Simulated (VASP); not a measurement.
# CdO (Fm-3m) in VASP: settings compared

The runs below take CdO through single point, with LDA, RPBE+D3(BJ), PBE+D3(BJ).

Everything below comes from runs of VASP 6.6.1. Logs are shortened: lines on timing, memory, paths and dates and some standing lists are left out, and cuts for length are marked.

## Step 1: The cell of the first run

Symmetry: Fm-3m, No. 225, cubic system. The conventional cell has a = 4.761 Å, b = 4.761 Å, c = 4.761 Å, α = 90.00°, β = 90.00°, γ = 90.00°. Within 3.1 Å of Cd (site symmetry m-3m) lie 6 O at 2.38 Å. O (site symmetry m-3m) has 6 Cd at 2.38 Å within 3.1 Å.

## Step 2: Single point, LDA

Input file INCAR:

```
PREC = Accurate
ENCUT = 700
EDIFF = 1E-6
ISMEAR = -1
SIGMA = 0.05
LREAL = F
LASPH = T
NELM = 120
ALGO = Normal
ISIF = 2
LWAVE = F
LCHARG = F
GGA = CA
NBANDS = 20
GGA_COMPAT = F
```

Input file KPOINTS:

```
Automatic mesh
0
Gamma
  10 10 10
```

Input file POSCAR:

```
CdO
1.0
    0.0000000000      2.3804180193      2.3804180193
    2.3804180193      0.0000000000      2.3804180193
    2.3804180193      2.3804180193      0.0000000000
Cd O
1 1
Direct
    0.0000000000      0.0000000000      0.0000000000
    0.5000000000      0.5000000000      0.5000000000
```

Potentials or basis: VASP PAW LDA potentials, release 64 (Cd_sv_GW, O).

Launch:

```
$ cat potpaw_LDA.64/Cd_sv_GW/POTCAR potpaw_LDA.64/O/POTCAR > POTCAR
$ mpirun -np 1 vasp_std > vasp.out
```

OUTCAR:

```text
PREC = Accurate
   ENCUT = 700
   EDIFF = 1E-6
   ISMEAR = -1
   LREAL = F
   LASPH = T
   NELM = 120
   ISIF = 2
   GGA = CA

 ion  position               nearest neighbor table
   1  0.000  0.000  0.000-
   2  0.500  0.500  0.500-

  LATTYP: Found a face centered cubic cell.
 ALAT       =     4.7608360386

  Lattice vectors:

 A1 = (   0.0000000000,   2.3804180193,   2.3804180193)
 A2 = (   2.3804180193,   0.0000000000,   2.3804180193)
 A3 = (   2.3804180193,   2.3804180193,   0.0000000000)

Analysis of symmetry for initial positions (statically):
=====================================================================
 Subroutine PRICEL returns:
 Original cell was already a primitive cell.

 Routine SETGRP: Setting up the symmetry group for a
 face centered cubic supercell.

 Subroutine GETGRP returns: Found 48 space group operations
 (whereof 48 operations were pure point group operations)
 out of a pool of 48 trial point group operations.

The static configuration has the point symmetry O_h .

Analysis of symmetry for dynamics (positions and initial velocities):
=====================================================================
 Subroutine PRICEL returns:
 Original cell was already a primitive cell.

 Routine SETGRP: Setting up the symmetry group for a
 face centered cubic supercell.

 Subroutine GETGRP returns: Found 48 space group operations
 (whereof 48 operations were pure point group operations)
 out of a pool of 48 trial point group operations.

The dynamic configuration has the point symmetry O_h .

 Subroutine INISYM returns: Found 48 space group operations
 (whereof 48 operations are pure point group operations),
 and found     1 'primitive' translations

----------------------------------------------------------------------------------------

                                     Primitive cell

  volume of cell :      26.9768

  direct lattice vectors                    reciprocal lattice vectors
     0.000000000  2.380418019  2.380418019    -0.210047141  0.210047141  0.210047141
     2.380418019  0.000000000  2.380418019     0.210047141 -0.210047141  0.210047141
     2.380418019  2.380418019  0.000000000     0.210047141  0.210047141 -0.210047141

[... 75 lines left out ...]
   ISTART =      0    job   : 0-new  1-cont  2-samecut
   ICHARG =      2    charge: 1-file 2-atom 10-const
   ISPIN  =      1    spin polarized calculation?
   LNONCOLLINEAR =      F non collinear calculations
   LSORBIT =      F    spin-orbit coupling
   LASPH  =      T    aspherical Exc in radial PAW
   ENCUT  =  700.0 eV  51.45 Ry    7.17 a.u.   7.26  7.26  7.26*2*pi/ulx,y,z
   NELM   =    120;   NELMIN=  2; NELMDL= -5     # of ELM steps
   EDIFF  = 0.1E-05   stopping-criterion for ELM
   LREAL  =      F    real-space projection
   EDIFFG = 0.1E-04   stopping-criterion for IOM
   NSW    =      0    number of steps for IOM
   IBRION =     -1    ionic relax: 0-MD 1-quasi-New 2-CG
   NFREE  =      0    steps in history (QN), initial steepest desc. (CG)
   ISIF   =      2    stress and relaxation
   ISYM   =      2    0-nonsym 1-usesym 2-fastsym
   POTIM  = 0.5000    time-step for ionic-motion
   TEBEG  =    0.0;   TEEND  =   0.0 temperature during run
   PSTRESS=    0.0 pullay stress
   NELECT =      26.0000    total number of electrons
   NUPDOWN=      -1.0000    fix difference up-down
   EMIN   =  10.00;   EMAX   =-10.00  energy-range for DOS
   EFERMI =   0.00;   METHOD = LEGACY
   ISMEAR =    -1;   SIGMA  =   0.05  broadening in eV -4-tet -1-fermi 0-gaus
   EFERMI_NEDOS =   21; number of points for ismear=-14 and -15
   IALGO  =     38    algorithm
   IMIX   =      4    mixing-type and parameters
     AMIX     =   0.40;   BMIX     =  1.00
     AMIX_MAG =   1.60;   BMIX_MAG =  1.00
  volume/ion in A,a.u.               =      13.49        91.02
  Fermi-wavevector in a.u.,A,eV,Ry     =   1.617097  3.055870 35.579269  2.615002
  Thomas-Fermi vector in A             =   2.711577
   LORBIT       =      0    0 simple, 1 ext, 2 COOP (PROOUT), +10 PAW based schemes
   GGA     = CA    functional components
   LHFCALC =     F    Hartree Fock is set to
   AEXX    =    0.0000 exact exchange contribution
   IVDW    =     0    specifies the selected vdW correction
   LEPSILON=     F    determine dielectric tensor
   LRPA    =     F    only Hartree local field effects (RPA)
 non-spin polarized calculation
  energy-cutoff  :      700.00
  volume of cell :       26.98
 maximum number of plane-waves:      1158
 NGX is ok and might be reduce to    30
   NGX = 15   NGY = 15   NGZ = 15

 number of electron      25.9999995 magnetization

 Free energy of the ion-electron system (eV)
  ---------------------------------------------------
  ext. energy  EPLUGINS =         0.00000000
  ---------------------------------------------------
  free energy    TOTEN  =        -9.35217262 eV

  energy without entropy =       -9.35161473  energy(sigma->0) =       -9.35189367

 E-fermi :   4.3291     XC(G=0): -12.2223

 val. band max:        4.1625603538   @ k =   0.5000   0.0000   0.0000
 cond. band min:       4.6447289225   @ k =   0.1000   0.0000   0.0000
 fundamental gap:      0.4821685687
 Fermi energy:         4.3290847253

 k-point     1 :       0.0000    0.0000    0.0000
  band No.  band energies     occupation
      1     -95.5878      2.00000
      2     -56.9869      2.00000
      3     -56.9869      2.00000
      4     -56.9869      2.00000
      5     -12.6638      2.00000
      6      -2.4350      2.00000
[... 541 lines left out ...]
     19      26.8884      0.00000
     20      27.1468      0.00000

 [... further k-points ...]

------------------------ aborting loop because EDIFF is reached ----------------------------------------

  FORCE on cell =-STRESS in cart. coord.  units (eV):
  Direction    XX          YY          ZZ          XY          YZ          ZX
  --------------------------------------------------------------------------------------
  -------------------------------------------------------------------------------------
  Total       -1.8080676     -1.8080676     -1.8080676     -0.0000000     -0.0000000     -0.0000000
  in kB     -107.3830062   -107.3830062   -107.3830062     -0.0000000     -0.0000000     -0.0000000
  external PRESSURE =    -107.3830062 kB  Pullay stress =       0.0000000 kB

 VOLUME and BASIS-vectors are now :
 -----------------------------------------------------------------------------
  energy-cutoff  :      700.00
  volume of cell :       26.98
      direct lattice vectors                 reciprocal lattice vectors
     0.000000000  2.380418019  2.380418019    -0.210047141  0.210047141  0.210047141
     2.380418019  0.000000000  2.380418019     0.210047141 -0.210047141  0.210047141
     2.380418019  2.380418019  0.000000000     0.210047141  0.210047141 -0.210047141

 POSITION                                       TOTAL-FORCE (eV/Angst)
 -----------------------------------------------------------------------------------
      0.00000      0.00000      0.00000         0.000000     -0.000000     -0.000000
      2.38042      2.38042      2.38042        -0.000000      0.000000      0.000000
 -----------------------------------------------------------------------------------
    total drift:                                0.000000      0.000000      0.000000

  FREE ENERGIE OF THE ION-ELECTRON SYSTEM (eV)
  ---------------------------------------------------
  free  energy   TOTEN  =        -9.3521726159 eV

  energy  without entropy=       -9.3516147297  energy(sigma->0) =       -9.35189367
```

OSZICAR:

```text
N       E                     dE             d eps       ncg     rms          rms(c)
DAV:   1     0.522274720960E+03    0.52227E+03   -0.18059E+04  1904   0.228E+03
DAV:   2     0.347351229336E+02   -0.48754E+03   -0.45903E+03  1892   0.684E+02
DAV:   3    -0.951755614302E+01   -0.44253E+02   -0.43456E+02  2788   0.250E+02
DAV:   4    -0.109867841216E+02   -0.14692E+01   -0.14680E+01  2584   0.438E+01
DAV:   5    -0.110444637636E+02   -0.57680E-01   -0.57678E-01  2600   0.845E+00    0.144E+01
DAV:   6    -0.946162514986E+01    0.15828E+01   -0.89167E+00  2820   0.489E+01    0.158E+01
DAV:   7    -0.938938745432E+01    0.72238E-01   -0.90732E-01  2968   0.109E+01    0.961E+00
DAV:   8    -0.936128453038E+01    0.28103E-01   -0.21264E-01  2412   0.512E+00    0.859E-01
DAV:   9    -0.935243962236E+01    0.88449E-02   -0.39173E-02  2716   0.214E+00    0.209E-01
DAV:  10    -0.935218563684E+01    0.25399E-03   -0.25432E-03  2176   0.522E-01    0.864E-02
DAV:  11    -0.935217205898E+01    0.13578E-04   -0.12536E-04  2820   0.121E-01    0.112E-02
DAV:  12    -0.935217261585E+01   -0.55687E-06   -0.42107E-06  2348   0.195E-02
   1 F= -.93521726E+01 E0= -.93518937E+01  d E =-.557886E-03
```

stdout:

```text
POSCAR found type information on POSCAR CdO
 POSCAR found :  2 types and       2 ions
 scaLAPACK will be used
 LDA part: xc-table for (Slater(with rela. corr.)+CA(PZ))
 , standard interpolation
 POSCAR, INCAR and KPOINTS ok, starting setup
 FFT: planning ... GRIDC
 FFT: planning ... GRID_SOFT
 FFT: planning ... GRID
 WAVECAR not read
 entering main loop
```

Wall time 35 s (1 thread of Intel Xeon Platinum 8259CL at 2.50GHz (Skylake/Cascade Lake), shared host); peak memory 0.19 GiB.

Results:

| Item | Value |
| --- | --- |
| Free energy | -9.3522 eV |
| Pressure | -10.7 GPa |
| Band gap on the k mesh | zero (bands 13 and 14 overlap by 0.58 eV) |

Caveat: the cell stands under tension; semilocal functionals underestimate gaps, and a narrow one can read as zero.

## Step 3: Single point, RPBE+D3(BJ)

This run uses another cell than the first one, of 12.19 Å³/atom.

Input file INCAR:

```
PREC     = Accurate       # precision mode
ENCUT    = 700            # plane-wave cutoff, eV
EDIFF    = 1E-6           # SCF threshold, eV
ISMEAR   = -1             # smearing method
SIGMA    = 0.05           # smearing width, eV
LREAL    = F              # projectors in reciprocal space
LASPH    = T              # aspherical terms in the spheres
NELM     = 120            # most SCF steps
ALGO     = Normal         # electronic algorithm
ISIF     = 2              # what is computed and relaxed
LWAVE    = F              # write WAVECAR
LCHARG   = T              # write CHGCAR
GGA      = RP             # functional
IVDW     = 12             # dispersion correction
LELF     = T              # ELF
LVHAR    = T            
NBANDS   = 20             # bands
GGA_COMPAT= F
```

KPOINTS is that of step 2.

Input file POSCAR:

```
CdO
1.0
    0.0000000000      2.3015375624      2.3015375624
    2.3015375624      0.0000000000      2.3015375624
    2.3015375624      2.3015375624      0.0000000000
Cd O
1 1
Direct
    0.0000000000      0.0000000000      0.0000000000
    0.5000000000      0.5000000000      0.5000000000
```

Potentials or basis: VASP PAW PBE potentials, release 64 (Cd_sv_GW, O).

Launch:

```
$ cat potpaw_PBE.64/Cd_sv_GW/POTCAR potpaw_PBE.64/O/POTCAR > POTCAR
$ mpirun -np 1 vasp_std > vasp.out
```

Run time: 28 s. Hardware: 1 thread of AMD EPYC 7R13 (Zen 3), shared host; peak memory 0.17 GiB.

Results (log left out):

* Free energy: -9.5215 eV
* Pressure: -2.2 GPa
* Band gap on the k mesh: zero (bands 13 and 14 overlap by 0.21 eV)
* Dispersion energy per atom: -1.347 eV

Levels at points of the mesh, in eV from the Fermi level:
```tsv
k point	band 11	band 12	band 13	band 14	band 15	band 16
(0.00, 0.00, 0.00)	-1.76	-1.76	-1.76	-0.37	14.48	17.37
(0.50, 0.00, 0.00)	-4.10	-0.16	-0.16	4.39	7.70	12.14
(0.50, 0.50, 0.00)	-4.90	-2.78	-2.78	4.13	8.72	11.36
```

Caveat: the dispersion term is far too large for a dense solid, which distorts pressure and volume; semilocal functionals underestimate gaps, and a narrow one can read as zero; the PAW data sets were made with another functional, which shifts forces and pressure a little.

## Step 4: Single point, RPBE+D3(BJ)

This run uses another cell than the first one, of 12.97 Å³/atom.

Input file INCAR:

```
  PREC = Accurate
  ENCUT = 700
  EDIFF = 1E-6
  ISMEAR = -1
  SIGMA = 0.05
  LREAL = False
  LASPH = True
  NELM = 120
  ALGO = Normal
  ISIF = 2
  LWAVE = False
  LCHARG = False
  GGA = RP
  IVDW = 12
  NBANDS = 20
  GGA_COMPAT = False
```

KPOINTS is that of step 3.

Input file POSCAR:

```
CdO
1.0
    0.0000000000      2.3495000000      2.3495000000
    2.3495000000      0.0000000000      2.3495000000
    2.3495000000      2.3495000000      0.0000000000
Cd O
1 1
Direct
    0.0000000000      0.0000000000      0.0000000000
    0.5000000000      0.5000000000      0.5000000000
```

Launch:

```
$ cat potpaw_PBE.64/Cd_sv_GW/POTCAR potpaw_PBE.64/O/POTCAR > POTCAR
$ mpirun -np 1 vasp_std > vasp.out
```

It took 56 s on 1 thread of AMD EPYC 7R43 (Zen 3), shared host; peak memory 0.18 GiB.

The run converged. Its results:

- Free energy: -9.4582 eV
- Pressure: -11.0 GPa
- Band gap on the k mesh: zero (bands 13 and 14 overlap by 0.33 eV)
- Dispersion energy per atom: -1.237 eV

Levels at points of the mesh, in eV from the Fermi level:
```csv
k point,band 10,band 11,band 12,band 13,band 14,band 15,band 16,band 17
"(0.00, 0.00, 0.00)",-6.60,-1.51,-1.51,-1.51,-0.49,14.47,16.94,16.94
"(0.50, 0.00, 0.00)",-6.36,-3.95,-0.16,-0.16,4.38,7.25,11.85,11.85
"(0.50, 0.50, 0.00)",-5.91,-4.43,-2.46,-2.46,3.86,8.46,11.14,13.28
```

Caveat: the cell stands under tension; the dispersion term is far too large for a dense solid, which distorts pressure and volume; semilocal functionals underestimate gaps, and a narrow one can read as zero; the PAW data sets were made with another functional, which shifts forces and pressure a little.

## Step 5: Single point, PBE+D3(BJ)

This run uses another cell than the first one, of 12.71 Å³/atom.

Input file INCAR:

```
PREC = Accurate ; ENCUT = 700
EDIFF = 1E-6 ; ISMEAR = -1
SIGMA = 0.05 ; LREAL = F
LASPH = T ; NELM = 120
ALGO = Normal ; ISIF = 2
LWAVE = F ; LCHARG = F
GGA = PE ; IVDW = 12
NBANDS = 20 ; GGA_COMPAT = F
```

KPOINTS is that of step 4.

Input file POSCAR:

```
CdO
1.0
    0.0000000000      2.3337310685      2.3337310685
    2.3337310685      0.0000000000      2.3337310685
    2.3337310685      2.3337310685      0.0000000000
Cd O
1 1
Direct
    0.0000000000      0.0000000000      0.0000000000
    0.5000000000      0.5000000000      0.5000000000
```

Potentials or basis: VASP PAW PBE potentials, release 64 (Cd_sv_GW, O).

Launch:

```
$ cat potpaw_PBE.64/Cd_sv_GW/POTCAR potpaw_PBE.64/O/POTCAR > POTCAR
$ mpirun -np 1 vasp_std > vasp.out
```

OUTCAR:

```text
PREC = Accurate
   ENCUT = 700
   EDIFF = 1E-6
   ISMEAR = -1
   LREAL = F
   LASPH = T
   NELM = 120
   ISIF = 2
   GGA = PE
   IVDW = 12
 IVDW          = 12

 ion  position               nearest neighbor table
   1  0.000  0.000  0.000-
   2  0.500  0.500  0.500-

  LATTYP: Found a face centered cubic cell.
 ALAT       =     4.6674621370

  Lattice vectors:

 A1 = (   0.0000000000,   2.3337310685,   2.3337310685)
 A2 = (   2.3337310685,   0.0000000000,   2.3337310685)
[... 735 lines left out ...]

------------------------ aborting loop because EDIFF is reached ----------------------------------------

 Edisp (eV)   -0.59983

 E8    (eV) :    -0.2407

  FORCE on cell =-STRESS in cart. coord.  units (eV):
  Direction    XX          YY          ZZ          XY          YZ          ZX
  --------------------------------------------------------------------------------------
  -------------------------------------------------------------------------------------
  Total       0.85468     0.85468     0.85468     0.00000     0.00000    -0.00000
  in kB      53.86811    53.86811    53.86811     0.00000     0.00000    -0.00000
  external pressure =       53.87 kB  Pullay stress =        0.00 kB

 VOLUME and BASIS-vectors are now :
 -----------------------------------------------------------------------------
  energy-cutoff  :      700.00
  volume of cell :       25.42
      direct lattice vectors                 reciprocal lattice vectors
     0.000000000  2.333731069  2.333731069    -0.214249194  0.214249194  0.214249194
     2.333731069  0.000000000  2.333731069     0.214249194 -0.214249194  0.214249194
     2.333731069  2.333731069  0.000000000     0.214249194  0.214249194 -0.214249194

 POSITION                                       TOTAL-FORCE (eV/Angst)
 -----------------------------------------------------------------------------------
      0.00000      0.00000      0.00000         0.000000      0.000000      0.000000
      2.33373      2.33373      2.33373        -0.000000     -0.000000     -0.000000
 -----------------------------------------------------------------------------------
    total drift:                                0.000000      0.000000      0.000000

  FREE ENERGIE OF THE ION-ELECTRON SYSTEM (eV)
  ---------------------------------------------------
  free  energy   TOTEN  =        -8.3874187904 eV

  energy  without entropy=       -8.3868897974  energy(sigma->0) =       -8.38715429
```

OSZICAR:

```text
N       E                     dE             d eps       ncg     rms          rms(c)
DAV:   1     0.530791950370E+03    0.53079E+03   -0.18229E+04  1904   0.235E+03
DAV:   2     0.359987957983E+02   -0.49479E+03   -0.46730E+03  1892   0.692E+02
DAV:   3    -0.821121778122E+01   -0.44210E+02   -0.43632E+02  2756   0.250E+02
DAV:   4    -0.952339407629E+01   -0.13122E+01   -0.13112E+01  2588   0.406E+01
DAV:   5    -0.958006762329E+01   -0.56674E-01   -0.56672E-01  2636   0.808E+00    0.154E+01
DAV:   6    -0.782646026543E+01    0.17536E+01   -0.85877E+00  2900   0.494E+01    0.164E+01
DAV:   7    -0.780762990488E+01    0.18830E-01   -0.83678E-01  2944   0.110E+01    0.101E+01
DAV:   8    -0.779644886116E+01    0.11181E-01   -0.17420E-01  2568   0.553E+00    0.822E-01
DAV:   9    -0.778746140392E+01    0.89875E-02   -0.46239E-02  2740   0.261E+00    0.133E-01
DAV:  10    -0.778758109375E+01   -0.11969E-03   -0.20480E-03  2252   0.457E-01    0.635E-02
DAV:  11    -0.778758440024E+01   -0.33065E-05   -0.11967E-04  2716   0.107E-01    0.141E-02
DAV:  12    -0.778758568718E+01   -0.12869E-05   -0.76972E-06  2484   0.294E-02    0.697E-03
DAV:  13    -0.778758557267E+01    0.11451E-06   -0.19495E-06  2024   0.156E-02
   1 F= -.83874188E+01 E0= -.83871543E+01  d E =-.528993E-03
```

stdout:

```text
POSCAR found type information on POSCAR CdO
 POSCAR found :  2 types and       2 ions
 scaLAPACK will be used
 LDA part: xc-table for (Slater+PW92), standard interpolation
 POSCAR, INCAR and KPOINTS ok, starting setup
 FFT: planning ... GRIDC
 FFT: planning ... GRID_SOFT
 FFT: planning ... GRID
 WAVECAR not read
 entering main loop
```

It took 62 s on 1 thread of AMD EPYC 7R43 (Zen 3), shared host; peak memory 0.17 GiB.

What came out:

```yaml
Free_energy: -8.3874 eV
Pressure: 5.4 GPa
Band_gap_on_the_k_mesh: zero (bands 13 and 14 overlap by 0.37 eV)
Dispersion_energy_per_atom: -0.300 eV
```

Caveat: the cell stands under pressure; semilocal functionals underestimate gaps, and a narrow one can read as zero.

## Step 6: Summary

| level | potentials or basis | cell | gap on the mesh (eV) | pressure (GPa) |
| --- | --- | --- | --- | --- |
| LDA | VASP PAW LDA potentials, release 64 (Cd_sv_GW, O) | a = 3.366 Å, angles 60.0°, 2 atoms | none | -10.7 |
| RPBE+D3(BJ) | VASP PAW PBE potentials, release 64 (Cd_sv_GW, O) | a = 3.255 Å, angles 60.0°, 2 atoms | none | -2.2 |
| RPBE+D3(BJ) | VASP PAW PBE potentials, release 64 (Cd_sv_GW, O) | a = 3.323 Å, angles 60.0°, 2 atoms | none | -11.0 |
| PBE+D3(BJ) | VASP PAW PBE potentials, release 64 (Cd_sv_GW, O) | a = 3.300 Å, angles 60.0°, 2 atoms | none | 5.4 |

Alike in all rows: task single point; no spin polarisation; k mesh 10 × 10 × 10; cutoff (eV) 700; smearing fermi-dirac 0.05 eV.

Caveats: semilocal functionals underestimate gaps, and a narrow one can read as zero; the cell stands under tension (at least some runs); the dispersion term is far too large for a dense solid, which distorts pressure and volume (at least some runs); the PAW data sets were made with another functional, which shifts forces and pressure a little (at least some runs); the cell stands under pressure (at least some runs).

Total energies depend on the potentials used, so only differences within one code and one set of settings carry meaning.

The gap in the log of VASP goes by the Fermi energy; the results here count the filled bands.